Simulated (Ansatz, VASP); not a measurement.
## Al32Au: VASP beside Ansatz

```
CELL_PARAMETERS angstrom
8.10000 0.00000 0.00000
0.00000 8.10000 0.00000
0.00000 0.00000 8.10000
ATOMIC_POSITIONS crystal
Al 0.49413 0.00590 0.99373
Al 0.74626 0.25382 0.98315
Al 0.74597 0.05773 0.24571
Al 0.99838 0.00557 0.99418
Al 0.24614 0.25390 0.99218
Al 0.49446 0.50165 0.99418
Al 0.74586 0.75419 0.94203
Al 0.24625 0.01670 0.24598
Al 0.48335 0.25380 0.24598
Al 0.74620 0.44993 0.24600
Al 0.49437 0.00567 0.49848
Al 0.74620 0.25372 0.50862
Al 0.74615 0.01673 0.74591
Al 0.99776 0.50227 0.99435
Al 0.24622 0.75377 0.98314
Al 0.00880 0.25376 0.24592
Al 0.24628 0.49124 0.24591
Al 0.44231 0.75407 0.24571
Al 0.99786 0.00524 0.49766
Al 0.24623 0.25381 0.50023
Al 0.49481 0.50217 0.49767
Al 0.74613 0.75390 0.54988
Al 0.24611 0.00744 0.74587
Al 0.49260 0.25393 0.74587
Al 0.74616 0.49114 0.74606
Al 0.05011 0.75384 0.24599
Al 0.99821 0.50182 0.49806
Al 0.24631 0.75384 0.50862
Al 0.00063 0.25380 0.74598
Al 0.24624 0.49940 0.74598
Al 0.48330 0.75389 0.74591
Al 0.00889 0.75388 0.74606
Au 0.74623 0.75382 0.24602
```

Alike in both runs: functional PBE; dispersion D3(BJ); k mesh 3 × 3 × 3; occupations gaussian, width 0.1 eV; no spin polarisation.

Ansatz relaxed the structure, and its values are those at the end. VASP's run is a single point on that final structure, the one shown.

|  | VASP | Ansatz |
| --- | --- | --- |
| version | VASP 6.6.1 | Ansatz 0.2.0 |
| potentials or method | VASP PAW PBE potentials, release 64 (Al, Au), cutoff 520 eV | scalar-relativistic, plane waves, PAW |
| valence electrons in the cell | 107 | 115 |

```csv
,VASP,Ansatz,Ansatz less VASP
rms of the force components (eV/Å),0.008,0.008,-0.0005
```

VASP's potentials hold 107 valence electrons a cell and Ansatz's 115, so a difference there can come from the potentials and not from the codes.

Spin-orbit coupling is off throughout.
